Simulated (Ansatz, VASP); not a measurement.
One calculation of Ge, two programs

Contents of INCAR:

```
SYSTEM = Ge
PREC = Accurate
ENCUT = 600
EDIFF = 1E-6
ISMEAR = -1
SIGMA = 0.05
LREAL = .FALSE.
LASPH = .TRUE.
NELM = 80
ALGO = Normal
ISIF = 3
LWAVE = .FALSE.
LCHARG = .FALSE.
GGA = B5
ALDAX = 1.0
AGGAX = 1.0
AGGAC = 1.0
ALDAC = 0.0
IVDW = 12
VDW_S6 = 1.0
VDW_S8 = 2.6996
VDW_A1 = 0.4298
VDW_A2 = 4.2359
IBRION = 2
NSW = 60
EDIFFG = -0.01
```

File KPOINTS:

```
regular mesh
0
G
  12 12 12
  0 0 0
```

The input POSCAR:

```
Ge
1.0
   -1.6084200000      1.6084200000      1.8731800000
    1.6084200000     -1.6084200000      1.8731800000
    1.6084200000      1.6084200000     -1.8731800000
Ge
1
Direct
    0.5000000000      0.5000000000      0.0000000000
```

Contents of input.yaml:

```yaml
crystal:
  lattice:
    - [-1.60842, 1.60842, 1.87318]
    - [1.60842, -1.60842, 1.87318]
    - [1.60842, 1.60842, -1.87318]
  atoms:
    - { symbol: Ge, position: [0.5, 0.5, 0.0] }
hamiltonian:
  xc: blyp
  pseudopotentials: { kind: paw }
  dispersion: d3bj
kpoints:
  mp_grid: { grid: [12, 12, 12] }
scf:
  occupations: { method: fermi_dirac, width: 0.05 }
output:
  forces: true
  stress: true
  eigenvalues: true
  write_density: true
  write_potential: true
  elf: true
  volumetric_format: npy
relax:
  f_tol: 0.01
  max_steps: 40
  cell: { stress_tol: 0.05 }
```

Alike in both runs: task relaxation of cell and atoms; functional BLYP; dispersion D3(BJ); k mesh 12 × 12 × 12; occupations fermi-dirac, width 0.05 eV; no spin polarisation.

```csv
,VASP,Ansatz
version,VASP 6.6.1,Ansatz 0.2.0
potentials or method,"VASP PAW PBE potentials, release 64 (Ge_d)",Ansatz PAW
plane-wave cutoff (eV),600,420
valence electrons in the cell,14,14
```

VASP gave:

```
gap on the k mesh at the Fermi level, each at its own relaxed structure (eV) : none
relaxed volume (Å³/atom)                                                     : 23.61
relaxed cell length with the largest relative difference (Å)                 : 3.161
```

Problem. Which values does Ansatz return?

Solution. gap on the k mesh at the Fermi level, each at its own relaxed structure (eV): none; relaxed volume (Å³/atom): 23.60; relaxed cell length with the largest relative difference (Å): 3.162.

VASP's potentials were made for PBE, not for BLYP. A gap of «none» marks a metal or a gap that the smearing closes.

Noted on VASP's run: the volume moved by over 15 % at a fixed basis, so the end points are rough. Noted on Ansatz's run: the volume moved by over 15 % at a fixed basis, so the end points are rough; the plane-wave basis is chosen anew once the cell has moved, so the energies of steps on either side of that aren't comparable.
